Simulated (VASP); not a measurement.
# Ir (Cmmm) in VASP: single point with r2SCAN

Aim: the single point of Ir with r2SCAN.

Everything below comes from runs of VASP 6.6.1. Logs are shortened: lines on timing, memory, paths and dates and some standing lists are left out, and cuts for length are marked.

## (1) The cell of the first run

It takes space group Cmmm (No. 65, orthorhombic). The conventional cell has a = 2.632 Å, b = 4.584 Å, c = 2.582 Å, α = 90.00°, β = 90.00°, γ = 90.00°. Within 3.4 Å of Ir (site symmetry mmm) lie 8 Ir at 2.58 to 2.64 Å.

This isn't the form of Ir at room conditions, which is fcc.

## (2) Single point, r2SCAN

Contents of POSCAR:

```
Ir
1.0
    0.0000000000      0.0000000000      2.6323524718
    2.5818936357     -2.2920449511      1.3161762359
    2.5818936357      2.2920449511     -1.3161762359
Ir
2
Direct
    0.5000050661      0.7500000000      0.2500000000
    0.4999949339      0.2500000000      0.7500000000
```

Contents of INCAR.step1:

```
SYSTEM = Ir
ALGO = Normal
EDIFF = 1E-5
ENCUT = 620
GGA = PE
GGA_COMPAT = .FALSE.
ISMEAR = -1
LASPH = .TRUE.
LCHARG = .FALSE.
LREAL = .FALSE.
LWAVE = .TRUE.
NBANDS = 24
NELM = 120
PREC = Accurate
SIGMA = 0.1
```

Contents of INCAR.step2:

```
SYSTEM = Ir
ALGO = Normal
EDIFF = 1E-6
ENCUT = 620
GGA_COMPAT = .FALSE.
ISIF = 2
ISMEAR = -1
ISTART = 1
LASPH = .TRUE.
LCHARG = .TRUE.
LELF = .TRUE.
LMIXTAU = .TRUE.
LREAL = .FALSE.
LVHAR = .TRUE.
LWAVE = .FALSE.
METAGGA = R2SCAN
NBANDS = 24
NELM = 120
PREC = Accurate
SIGMA = 0.1
```

Contents of KPOINTS:

```
k-points
0
G
  8 8 8
  0 0 0
```

Potentials or basis: VASP PAW PBE potentials, release 64 (Ir_sv_GW).

Run with:

```sh
$ cat potpaw_PBE.64/Ir_sv_GW/POTCAR > POTCAR
$ cp INCAR.step1 INCAR
$ mpirun -np 1 vasp_std > vasp.out
$ cp INCAR.step2 INCAR
$ mpirun -np 1 vasp_std > vasp.out
```

OUTCAR:

```text
SYSTEM = Ir
   EDIFF = 1E-6
   ENCUT = 620
   ISIF = 2
   ISMEAR = -1
   ISTART = 1
   LASPH = .TRUE.
   LREAL = .FALSE.
   METAGGA = R2SCAN
   NELM = 120
   PREC = Accurate

 ion  position               nearest neighbor table
   1  0.500  0.750  0.250-   2 2.58   2 2.58   2 2.64   2 2.64   2 2.64   2 2.64
   2  0.500  0.250  0.750-   1 2.58   1 2.58   1 2.64   1 2.64   1 2.64   1 2.64

  LATTYP: Found a body centered orthorhombic cell.
 ALAT       =     2.6323524718
 B/A-ratio  =     1.7414422845
 C/A-ratio  =     1.9616625534

  Lattice vectors:

 A1 = (  -2.5818936357,   2.2920449511,  -1.3161762359)
 A2 = (  -2.5818936357,  -2.2920449511,   1.3161762359)
 A3 = (   2.5818936357,   2.2920449511,   1.3161762359)

Analysis of symmetry for initial positions (statically):
=====================================================================
 Subroutine PRICEL returns:
 Original cell was already a primitive cell.

 Routine SETGRP: Setting up the symmetry group for a
 body centered orthorhombic supercell.

 Subroutine GETGRP returns: Found  8 space group operations
 (whereof  4 operations were pure point group operations)
 out of a pool of  8 trial point group operations.

The static configuration has the point symmetry C_2h.
 The point group associated with its full space group is D_2h.

Analysis of symmetry for dynamics (positions and initial velocities):
=====================================================================
 Subroutine PRICEL returns:
 Original cell was already a primitive cell.

 Routine SETGRP: Setting up the symmetry group for a
 body centered orthorhombic supercell.

 Subroutine GETGRP returns: Found  8 space group operations
 (whereof  4 operations were pure point group operations)
 out of a pool of  8 trial point group operations.

The dynamic configuration has the point symmetry C_2h.
 The point group associated with its full space group is D_2h.

 Subroutine INISYM returns: Found  8 space group operations
 (whereof  4 operations are pure point group operations),
 and found     1 'primitive' translations

----------------------------------------------------------------------------------------

                                     Primitive cell

  volume of cell :      31.1556

  direct lattice vectors                    reciprocal lattice vectors
     0.000000000  0.000000000  2.632352472     0.000000000  0.218145809  0.379888336
     2.581893636 -2.292044951  1.316176236     0.193656312 -0.218145809  0.000000000
     2.581893636  2.292044951 -1.316176236     0.193656312  0.218145809  0.000000000

  length of vectors
     2.632352472  3.694856518  3.694856518     0.438067052  0.291702522  0.291702522

  position of ions in fractional coordinates (direct lattice)
     0.500005066  0.750000000  0.250000000
     0.499994934  0.250000000  0.750000000

  ion indices of the primitive-cell ions
   primitive index   ion index
                 1           1
                 2           2

----------------------------------------------------------------------------------------

 KPOINTS: k-points

Automatic generation of k-mesh.
 Grid dimensions read from file:
 generate k-points for:    8    8    8

 Generating k-lattice:

  Cartesian coordinates                     Fractional coordinates (reciprocal lattice)
     0.000000000  0.027268226  0.047486042     0.125000000  0.000000000  0.000000000
     0.024207039 -0.027268226  0.000000000     0.000000000  0.125000000  0.000000000
     0.024207039  0.027268226  0.000000000     0.000000000  0.000000000  0.125000000

  Length of vectors
     0.054758381  0.036462815  0.036462815

  Shift w.r.t. Gamma in fractional coordinates (k-lattice)
     0.000000000  0.000000000  0.000000000

 Subroutine IBZKPT returns following result:
 ===========================================

 Found     95 irreducible k-points:

 Following reciprocal coordinates:
            Coordinates               Weight
  0.000000  0.000000  0.000000      1.000000
  0.125000 -0.000000  0.000000      4.000000
  0.250000 -0.000000  0.000000      4.000000
  0.375000 -0.000000  0.000000      4.000000
  0.500000 -0.000000  0.000000      2.000000
  0.000000  0.125000 -0.000000      4.000000
[... 16 lines left out ...]
  0.125000  0.375000 -0.000000      8.000000
  0.250000  0.375000 -0.000000      8.000000
 [... further k-points ...]
   k-points           NKPTS =     95   k-points in BZ     NKDIM =     95   number of bands    NBANDS=     24
   number of dos      NEDOS =    301   number of ions     NIONS =      2
   total plane-waves  NPLWV =  21600
   dimension x,y,z NGX =    24 NGY =   30 NGZ =   30
   dimension x,y,z NGXF=    48 NGYF=   60 NGZF=   60
   ions per type =               2
   NGX,Y,Z   is equivalent  to a cutoff of  15.16, 13.50, 13.50 a.u.
   NGXF,Y,Z  is equivalent  to a cutoff of  30.31, 27.00, 27.00 a.u.
 SYSTEM =  Ir
   PREC   = accura    normal or accurate (medium, high low for compatibility)
   ISTART =      1    job   : 0-new  1-cont  2-samecut
   ICHARG =      0    charge: 1-file 2-atom 10-const
   ISPIN  =      1    spin polarized calculation?
   LNONCOLLINEAR =      F non collinear calculations
   LSORBIT =      F    spin-orbit coupling
   LASPH  =      T    aspherical Exc in radial PAW
   ENCUT  =  620.0 eV  45.57 Ry    6.75 a.u.   5.34  7.50  7.50*2*pi/ulx,y,z
   NELM   =    120;   NELMIN=  2; NELMDL=  0     # of ELM steps
   EDIFF  = 0.1E-05   stopping-criterion for ELM
   LREAL  =      F    real-space projection
   EDIFFG = 0.1E-04   stopping-criterion for IOM
   NSW    =      0    number of steps for IOM
   IBRION =     -1    ionic relax: 0-MD 1-quasi-New 2-CG
   NFREE  =      0    steps in history (QN), initial steepest desc. (CG)
   ISIF   =      2    stress and relaxation
   ISYM   =      2    0-nonsym 1-usesym 2-fastsym
   POTIM  = 0.5000    time-step for ionic-motion
   TEBEG  =    0.0;   TEEND  =   0.0 temperature during run
   PSTRESS=    0.0 pullay stress
   NELECT =      34.0000    total number of electrons
   NUPDOWN=      -1.0000    fix difference up-down
   EMIN   =  10.00;   EMAX   =-10.00  energy-range for DOS
   EFERMI =   0.00;   METHOD = LEGACY
   ISMEAR =    -1;   SIGMA  =   0.10  broadening in eV -4-tet -1-fermi 0-gaus
   EFERMI_NEDOS =   21; number of points for ismear=-14 and -15
   IALGO  =     38    algorithm
   IMIX   =      4    mixing-type and parameters
     AMIX     =   0.40;   BMIX     =  1.00
     AMIX_MAG =   1.60;   BMIX_MAG =  1.00
  volume/ion in A,a.u.               =      15.58       105.12
  Fermi-wavevector in a.u.,A,eV,Ry     =   1.685476  3.185088 38.651840  2.840830
  Thomas-Fermi vector in A             =   2.768313
   LORBIT       =      0    0 simple, 1 ext, 2 COOP (PROOUT), +10 PAW based schemes
   METAGGA = R2SCAN    functional components
   LHFCALC =     F    Hartree Fock is set to
   AEXX    =    0.0000 exact exchange contribution
   IVDW    =     0    specifies the selected vdW correction
   LEPSILON=     F    determine dielectric tensor
   LRPA    =     F    only Hartree local field effects (RPA)
 non-spin polarized calculation
  energy-cutoff  :      620.00
  volume of cell :       31.16
 maximum number of plane-waves:      1115
 NGX is ok and might be reduce to    24
   NGX = 11   NGY = 15   NGZ = 15

 number of electron      34.0000000 magnetization

 Free energy of the ion-electron system (eV)
  ---------------------------------------------------
  ext. energy  EPLUGINS =         0.00000000
  ---------------------------------------------------
  free energy    TOTEN  =      -104.67255357 eV

  energy without entropy =     -104.59042399  energy(sigma->0) =     -104.63148878

 E-fermi :  10.5499     XC(G=0): -14.9786

 val. band max:       10.5445474569   @ k =   0.0000   0.3750   0.1250
 cond. band min:      10.5536108147   @ k =   0.5000  -0.2500   0.1250
 fundamental gap:      0.0090633578
 Fermi energy:        10.5499079171

 k-point     1 :       0.0000    0.0000    0.0000
  band No.  band energies     occupation
      1     -83.8408      2.00000
      2     -83.7220      2.00000
      3     -40.4430      2.00000
      4     -40.2449      2.00000
      5     -39.8122      2.00000
      6     -39.6765      2.00000
[... 16 lines left out ...]
     23      25.7246      0.00000
     24      26.0510      0.00000

 k-point     2 :       0.1250   -0.0000    0.0000
  band No.  band energies     occupation
      1     -83.8306      2.00000
      2     -83.7220      2.00000
      3     -40.3791      2.00000
      4     -40.2445      2.00000
      5     -39.8837      2.00000
      6     -39.8074      2.00000
[... 16 lines left out ...]
     23      27.0203      0.00000
     24      27.0600      0.00000

 k-point     3 :       0.2500   -0.0000    0.0000
  band No.  band energies     occupation
      1     -83.8044      2.00000
      2     -83.7211      2.00000
      3     -40.2905      2.00000
      4     -40.2435      2.00000
      5     -40.1183      2.00000
      6     -39.9838      2.00000
[... 16 lines left out ...]
     23      26.2764      0.00000
     24      26.4120      0.00000

 k-point     4 :       0.3750   -0.0000    0.0000
  band No.  band energies     occupation
      1     -83.7780      2.00000
      2     -83.7206      2.00000
      3     -40.4202      2.00000
      4     -40.3881      2.00000
      5     -40.2425      2.00000
      6     -39.8895      2.00000
[... 16 lines left out ...]
     23      25.3650      0.00000
     24      26.3674      0.00000

 k-point     5 :       0.5000   -0.0000    0.0000
  band No.  band energies     occupation
      1     -83.7673      2.00000
      2     -83.7202      2.00000
      3     -40.5429      2.00000
      4     -40.4551      2.00000
      5     -40.2420      2.00000
      6     -39.8870      2.00000
[... 451 lines left out ...]
 k-point    22 :       0.0000    0.3750   -0.0000
  band No.  band energies     occupation
      1     -83.8043      2.00000
      2     -83.7586      2.00000
      3     -40.2198      2.00000
      4     -40.0687      2.00000
      5     -39.9274      2.00000
      6     -39.8343      2.00000
[... 16 lines left out ...]
     23      26.5622      0.00000
     24      27.8358      0.00000

 k-point    23 :       0.1250    0.3750   -0.0000
  band No.  band energies     occupation
      1     -83.8083      2.00000
      2     -83.7435      2.00000
      3     -40.3332      2.00000
      4     -40.0430      2.00000
      5     -39.8759      2.00000
      6     -39.8716      2.00000
[... 16 lines left out ...]
     23      25.8787      0.00000
     24      27.3468      0.00000

 k-point    24 :       0.2500    0.3750   -0.0000
  band No.  band energies     occupation
      1     -83.7950      2.00000
      2     -83.7303      2.00000
      3     -40.3235      2.00000
      4     -40.0777      2.00000
      5     -40.0259      2.00000
      6     -40.0204      2.00000
[... 16 lines left out ...]
     23      24.8252      0.00000
     24      27.3776      0.00000

 [... further k-points ...]

------------------------ aborting loop because EDIFF is reached ----------------------------------------

  FORCE on cell =-STRESS in cart. coord.  units (eV):
  Direction    XX          YY          ZZ          XY          YZ          ZX
  --------------------------------------------------------------------------------------
  -------------------------------------------------------------------------------------
  Total       -0.1588531     -0.1741170     -0.1690371      0.0000000      0.0000000      0.0000000
  in kB       -8.1690348     -8.9539848     -8.6927495      0.0000000      0.0000000      0.0000000
  external PRESSURE =      -8.6052564 kB  Pullay stress =       0.0000000 kB

 VOLUME and BASIS-vectors are now :
 -----------------------------------------------------------------------------
  energy-cutoff  :      620.00
  volume of cell :       31.16
      direct lattice vectors                 reciprocal lattice vectors
     0.000000000  0.000000000  2.632352472     0.000000000  0.218145809  0.379888336
     2.581893636 -2.292044951  1.316176236     0.193656312 -0.218145809  0.000000000
     2.581893636  2.292044951 -1.316176236     0.193656312  0.218145809  0.000000000

 POSITION                                       TOTAL-FORCE (eV/Angst)
 -----------------------------------------------------------------------------------
      2.58189     -1.14602      1.97428         0.000000      0.000000     -0.000116
      2.58189      1.14602      0.65807        -0.000000     -0.000000      0.000116
 -----------------------------------------------------------------------------------
    total drift:                               -0.000000      0.000000     -0.000000

  FREE ENERGIE OF THE ION-ELECTRON SYSTEM (eV)
  ---------------------------------------------------
  free  energy   TOTEN  =      -104.6725535720 eV

  energy  without entropy=     -104.5904239851  energy(sigma->0) =     -104.63148878
```

Wall time 4.7 min (1 thread of AMD EPYC 7R13 (Zen 3), shared host); peak memory 0.2 GiB.

What came out:

- Free energy: -104.6726 eV
- Pressure: -0.9 GPa
- Band gap on the k mesh: zero (bands 17 and 18 overlap by 3.95 eV)

Caveat: the PAW data sets were made with another functional, which shifts forces and pressure a little; spin-orbit coupling is left out, which moves the levels of the heavy elements.
